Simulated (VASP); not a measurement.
# CdSe (I-4m2) in VASP: notebook

CdSe is run at these levels: LDA; tasks: single point.

All numbers are computed with VASP 6.6.1; they aren't measurements. Logs are shortened: lines on timing, memory, paths and dates and some standing lists are left out, and cuts for length are marked.

## 1. The cell of the first run

The structure is tetragonal, space group I-4m2 (No. 119). The conventional cell has a = 4.270 Å, b = 4.270 Å, c = 5.990 Å, α = 90.00°, β = 90.00°, γ = 90.00°. Within 3.4 Å of Cd (site symmetry -4m2) lie 4 Se at 2.61 Å. Within 3.4 Å of Se (site symmetry -4m2) lie 4 Cd at 2.61 Å.

## 2. Single point, LDA (in-plane strain +0.005)

Contents of INCAR:

```
SYSTEM = CdSe
ALGO = Normal
EDIFF = 1E-7
ENCUT = 520
ISIF = 2
ISMEAR = 0
LASPH = .TRUE.
LCHARG = .FALSE.
LREAL = .FALSE.
LWAVE = .FALSE.
NBANDS = 16
NELM = 100
PREC = Accurate
SIGMA = 0.01
```

Contents of KPOINTS:

```
k-points
0
G
  6 6 6
  0 0 0
```

Contents of POSCAR:

```
CdSe
1.0
    3.0190136448      3.0190136448      0.0000000000
   -3.0190136448      3.0190136448      0.0000000000
    0.0000000000      3.0190136448      2.9949816954
Cd Se
1 1
Direct
    0.0000000000      0.0000000000      0.0000000000
    0.7500000000      0.2500000000      0.5000000000
```

Potentials or basis: VASP PAW LDA potentials, release 64 (Cd, Se).

Started as:

```sh
cat potpaw_LDA.64/Cd/POTCAR potpaw_LDA.64/Se/POTCAR > POTCAR
mpirun -np 1 vasp_std > vasp.out
```

OUTCAR:

```text
SYSTEM = CdSe
   EDIFF = 1E-7
   ENCUT = 520
   ISIF = 2
   ISMEAR = 0
   LASPH = .TRUE.
   LREAL = .FALSE.
   NELM = 100
   PREC = Accurate

 ion  position               nearest neighbor table
   1  0.000  0.000  0.000-   2 2.61   2 2.61   2 2.61   2 2.61
   2  0.750  0.250  0.500-   1 2.61   1 2.61   1 2.61   1 2.61

  LATTYP: Found a body centered tetragonal cell.
 ALAT       =     4.2695300415
 C/A-ratio  =     1.4029561410

  Lattice vectors:

 A1 = (   3.0190136448,   0.0000000000,  -2.9949816954)
 A2 = (  -3.0190136448,   0.0000000000,  -2.9949816954)
 A3 = (   0.0000000000,   3.0190136448,   2.9949816954)

Analysis of symmetry for initial positions (statically):
=====================================================================
 Subroutine PRICEL returns:
 Original cell was already a primitive cell.

 Routine SETGRP: Setting up the symmetry group for a
 body centered tetragonal supercell.

 Subroutine GETGRP returns: Found  8 space group operations
 (whereof  8 operations were pure point group operations)
 out of a pool of 16 trial point group operations.

The static configuration has the point symmetry D_2d.

Analysis of symmetry for dynamics (positions and initial velocities):
=====================================================================
 Subroutine PRICEL returns:
 Original cell was already a primitive cell.

 Routine SETGRP: Setting up the symmetry group for a
 body centered tetragonal supercell.

 Subroutine GETGRP returns: Found  8 space group operations
 (whereof  8 operations were pure point group operations)
 out of a pool of 16 trial point group operations.

The dynamic configuration has the point symmetry D_2d.

 Subroutine INISYM returns: Found  8 space group operations
 (whereof  8 operations are pure point group operations),
 and found     1 'primitive' translations

----------------------------------------------------------------------------------------

                                     Primitive cell

  volume of cell :      54.5952

  direct lattice vectors                    reciprocal lattice vectors
     3.019013645  3.019013645  0.000000000     0.165617006  0.165617006 -0.166945929
    -3.019013645  3.019013645  0.000000000    -0.165617006  0.165617006 -0.166945929
     0.000000000  3.019013645  2.994981695     0.000000000  0.000000000  0.333891857

  length of vectors
     4.269530041  4.269530041  4.252570839     0.287626369  0.287626369  0.333891857

  position of ions in fractional coordinates (direct lattice)
     0.000000000  0.000000000  0.000000000
     0.750000000  0.250000000  0.500000000

  ion indices of the primitive-cell ions
   primitive index   ion index
                 1           1
                 2           2

----------------------------------------------------------------------------------------

 KPOINTS: k-points

Automatic generation of k-mesh.
 Grid dimensions read from file:
 generate k-points for:    6    6    6

 Generating k-lattice:

  Cartesian coordinates                     Fractional coordinates (reciprocal lattice)
     0.027602834  0.027602834 -0.027824321     0.166666667  0.000000000  0.000000000
    -0.027602834  0.027602834 -0.027824321     0.000000000  0.166666667  0.000000000
     0.000000000  0.000000000  0.055648643     0.000000000  0.000000000  0.166666667

  Length of vectors
     0.047937728  0.047937728  0.055648643

  Shift w.r.t. Gamma in fractional coordinates (k-lattice)
     0.000000000  0.000000000  0.000000000

 Subroutine IBZKPT returns following result:
 ===========================================

 Found     30 irreducible k-points:

 Following reciprocal coordinates:
            Coordinates               Weight
  0.000000  0.000000  0.000000      1.000000
  0.166667  0.000000  0.000000      8.000000
  0.333333  0.000000 -0.000000      8.000000
  0.500000  0.000000  0.000000      4.000000
  0.166667  0.166667  0.000000      8.000000
  0.333333  0.166667  0.000000     16.000000
[... 16 lines left out ...]
 -0.333333 -0.333333  0.166667      4.000000
 -0.166667 -0.333333  0.166667     16.000000
 [... further k-points ...]
   k-points           NKPTS =     30   k-points in BZ     NKDIM =     30   number of bands    NBANDS=     16
   number of dos      NEDOS =    301   number of ions     NIONS =      2
   total plane-waves  NPLWV =  32768
   dimension x,y,z NGX =    32 NGY =   32 NGZ =   32
   dimension x,y,z NGXF=    64 NGYF=   64 NGZF=   64
   ions per type =               1   1
   NGX,Y,Z   is equivalent  to a cutoff of  12.46, 12.46, 12.51 a.u.
   NGXF,Y,Z  is equivalent  to a cutoff of  24.92, 24.92, 25.02 a.u.
 SYSTEM =  CdSe
   PREC   = accura    normal or accurate (medium, high low for compatibility)
   ISTART =      0    job   : 0-new  1-cont  2-samecut
   ICHARG =      2    charge: 1-file 2-atom 10-const
   ISPIN  =      1    spin polarized calculation?
   LNONCOLLINEAR =      F non collinear calculations
   LSORBIT =      F    spin-orbit coupling
   LASPH  =      T    aspherical Exc in radial PAW
   ENCUT  =  520.0 eV  38.22 Ry    6.18 a.u.   7.94  7.94  7.91*2*pi/ulx,y,z
   NELM   =    100;   NELMIN=  2; NELMDL= -5     # of ELM steps
   EDIFF  = 0.1E-06   stopping-criterion for ELM
   LREAL  =      F    real-space projection
   EDIFFG = 0.1E-05   stopping-criterion for IOM
   NSW    =      0    number of steps for IOM
   IBRION =     -1    ionic relax: 0-MD 1-quasi-New 2-CG
   NFREE  =      0    steps in history (QN), initial steepest desc. (CG)
   ISIF   =      2    stress and relaxation
   ISYM   =      2    0-nonsym 1-usesym 2-fastsym
   POTIM  = 0.5000    time-step for ionic-motion
   TEBEG  =    0.0;   TEEND  =   0.0 temperature during run
   PSTRESS=    0.0 pullay stress
   NELECT =      18.0000    total number of electrons
   NUPDOWN=      -1.0000    fix difference up-down
   EMIN   =  10.00;   EMAX   =-10.00  energy-range for DOS
   EFERMI =   0.00;   METHOD = LEGACY
   ISMEAR =     0;   SIGMA  =   0.01  broadening in eV -4-tet -1-fermi 0-gaus
   EFERMI_NEDOS =   21; number of points for ismear=-14 and -15
   IALGO  =     38    algorithm
   IMIX   =      4    mixing-type and parameters
     AMIX     =   0.40;   BMIX     =  1.00
     AMIX_MAG =   1.60;   BMIX_MAG =  1.00
  volume/ion in A,a.u.               =      27.30       184.21
  Fermi-wavevector in a.u.,A,eV,Ry     =   1.130961  2.137206 17.402836  1.279072
  Thomas-Fermi vector in A             =   2.267659
   LORBIT       =      0    0 simple, 1 ext, 2 COOP (PROOUT), +10 PAW based schemes
   GGA     = CA    functional components
   LHFCALC =     F    Hartree Fock is set to
   AEXX    =    0.0000 exact exchange contribution
   IVDW    =     0    specifies the selected vdW correction
   LEPSILON=     F    determine dielectric tensor
   LRPA    =     F    only Hartree local field effects (RPA)
 non-spin polarized calculation
 Gauss-broadening in eV      SIGMA  =   0.01
  energy-cutoff  :      520.00
  volume of cell :       54.60
 maximum number of plane-waves:      1486
   NGX = 15   NGY = 15   NGZ = 15

 number of electron      17.9999994 magnetization

 Free energy of the ion-electron system (eV)
  ---------------------------------------------------
  ext. energy  EPLUGINS =         0.00000000
  ---------------------------------------------------
  free energy    TOTEN  =        -6.75689184 eV

  energy without entropy =       -6.75689184  energy(sigma->0) =       -6.75689184

 E-fermi :   1.1647     XC(G=0):  -9.4223

 val. band max:        1.0829119197   @ k =   0.0000   0.0000   0.0000
 cond. band min:       1.4866149963   @ k =   0.0000   0.0000   0.0000
 fundamental gap:      0.4037030766
 Fermi energy:         1.1646541775

 k-point     1 :       0.0000    0.0000    0.0000
  band No.  band energies     occupation
      1     -11.7537      2.00000
      2      -7.0009      2.00000
      3      -7.0009      2.00000
      4      -6.9973      2.00000
      5      -6.5889      2.00000
      6      -6.5859      2.00000
[... 8 lines left out ...]
     15      12.1618      0.00000
     16      12.2833      0.00000

 k-point     2 :       0.1667    0.0000    0.0000
  band No.  band energies     occupation
      1     -11.6535      2.00000
      2      -6.9694      2.00000
      3      -6.9669      2.00000
      4      -6.9109      2.00000
      5      -6.5897      2.00000
      6      -6.5876      2.00000
[... 8 lines left out ...]
     15      11.1721      0.00000
     16      11.4119      0.00000

 k-point     3 :       0.3333    0.0000   -0.0000
  band No.  band energies     occupation
      1     -11.4491      2.00000
      2      -6.9175      2.00000
      3      -6.9139      2.00000
      4      -6.5912      2.00000
      5      -6.5766      2.00000
      6      -6.5763      2.00000
[... 8 lines left out ...]
     15      11.5943      0.00000
     16      11.5965      0.00000

 k-point     4 :       0.5000    0.0000    0.0000
  band No.  band energies     occupation
      1     -11.3458      2.00000
      2      -6.8992      2.00000
      3      -6.8949      2.00000
      4      -6.5628      2.00000
      5      -6.5605      2.00000
      6      -6.2718      2.00000
[... 8 lines left out ...]
     15      13.1996      0.00000
     16      13.2544      0.00000
[... 324 lines left out ...]
 k-point    22 :      -0.1667    0.5000    0.1667
  band No.  band energies     occupation
      1     -11.3177      2.00000
      2      -6.8424      2.00000
      3      -6.8305      2.00000
      4      -6.6668      2.00000
      5      -6.5592      2.00000
      6      -6.3435      2.00000
[... 8 lines left out ...]
     15      13.1454      0.00000
     16      14.2123      0.00000

 k-point    23 :      -0.3333   -0.3333    0.1667
  band No.  band energies     occupation
      1     -11.2188      2.00000
      2      -6.7991      2.00000
      3      -6.7749      2.00000
      4      -6.6570      2.00000
      5      -6.5591      2.00000
      6      -6.0959      2.00000
[... 8 lines left out ...]
     15      13.8450      0.00000
     16      14.1788      0.00000

 k-point    24 :      -0.1667   -0.3333    0.1667
  band No.  band energies     occupation
      1     -11.2503      2.00000
      2      -6.8347      2.00000
      3      -6.8023      2.00000
      4      -6.6253      2.00000
      5      -6.5769      2.00000
      6      -6.1214      2.00000
[... 8 lines left out ...]
     15      12.9212      0.00000
     16      14.2082      0.00000

 [... further k-points ...]
[... 5 lines left out ...]
  --------------------------------------------------------------------------------------
  -------------------------------------------------------------------------------------
  Total        0.0115307      0.0115307      0.0611295      0.0000000      0.0000000      0.0000000
  in kB        0.3383846      0.3383846      1.7939369      0.0000000      0.0000000      0.0000000
  external PRESSURE =       0.8235687 kB  Pullay stress =       0.0000000 kB

 VOLUME and BASIS-vectors are now :
 -----------------------------------------------------------------------------
  energy-cutoff  :      520.00
  volume of cell :       54.60
      direct lattice vectors                 reciprocal lattice vectors
     3.019013645  3.019013645  0.000000000     0.165617006  0.165617006 -0.166945929
    -3.019013645  3.019013645  0.000000000    -0.165617006  0.165617006 -0.166945929
     0.000000000  3.019013645  2.994981695     0.000000000  0.000000000  0.333891857

 POSITION                                       TOTAL-FORCE (eV/Angst)
 -----------------------------------------------------------------------------------
      0.00000      0.00000      0.00000        -0.000000      0.000000      0.000000
      1.50951      4.52852      1.49749         0.000000     -0.000000      0.000000
 -----------------------------------------------------------------------------------
    total drift:                                0.000000     -0.000000     -0.000000

  FREE ENERGIE OF THE ION-ELECTRON SYSTEM (eV)
  ---------------------------------------------------
  free  energy   TOTEN  =        -6.7568918444 eV

  energy  without entropy=       -6.7568918444  energy(sigma->0) =       -6.75689184
```

Run time: 44 s. Hardware: 1 thread of AMD EPYC 7R13, shared host; peak memory 0.14 GiB.

What came out:

- Free energy: -6.7569 eV
- Pressure: 0.1 GPa
- Band gap on the k mesh: 0.40 eV, direct

Caveat: the cell differs from its parent crystal (in-plane strain +0.005).

## 3. Single point, LDA (film at in-plane strain +0.005)

Changes to INCAR since step 2:

```diff
@@ -2,3 +2,3 @@
 ALGO = Normal
-EDIFF = 1E-7
+EDIFF = 1E-6
 ENCUT = 520
@@ -11,3 +11,3 @@
 NBANDS = 16
-NELM = 100
+NELM = 80
 PREC = Accurate
```

KPOINTS is that of step 2.

Changes to POSCAR since step 2:

```diff
@@ -4,3 +4,3 @@
    -3.0190136448      3.0190136448      0.0000000000
-    0.0000000000      3.0190136448      2.9949816954
+    0.0000000000      3.0190136448      2.9837807808
 Cd Se
```

Potentials or basis: VASP PAW LDA potentials, release 64 (Cd, Se).

Started as:

```sh
cat potpaw_LDA.64/Cd/POTCAR potpaw_LDA.64/Se/POTCAR > POTCAR
mpirun -np 1 vasp_std > vasp.out
```

Wall time 39 s (1 thread of AMD EPYC 7R13, shared host); peak memory 0.14 GiB.

Results (log left out):

```yaml
Free_energy: -6.7565 eV
Pressure: 0.3 GPa
Band_gap_on_the_k_mesh: 0.40 eV, direct
```

Stress tensor (GPa, compression positive):
```
0.23 0.00 0.00
0.00 0.23 0.00
0.00 0.00 0.44
```

Levels at points of the mesh, in eV from the valence-band top:
```tsv
k point	band 7	band 8	band 9	band 10	band 11	band 12
(0.00, 0.00, 0.00)	-0.04	-0.04	0.00	0.40	5.77	5.77
(0.50, 0.00, 0.00)	-4.71	-0.87	-0.81	2.21	6.25	6.34
(0.50, 0.50, 0.00)	-4.37	-2.02	-2.00	2.86	3.65	8.98
(0.00, 0.00, 0.50)	-4.30	-2.07	-2.07	2.82	3.54	9.09
```

Caveat: the cell differs from its parent crystal (film at in-plane strain +0.005).

[end of part 1 of 2]
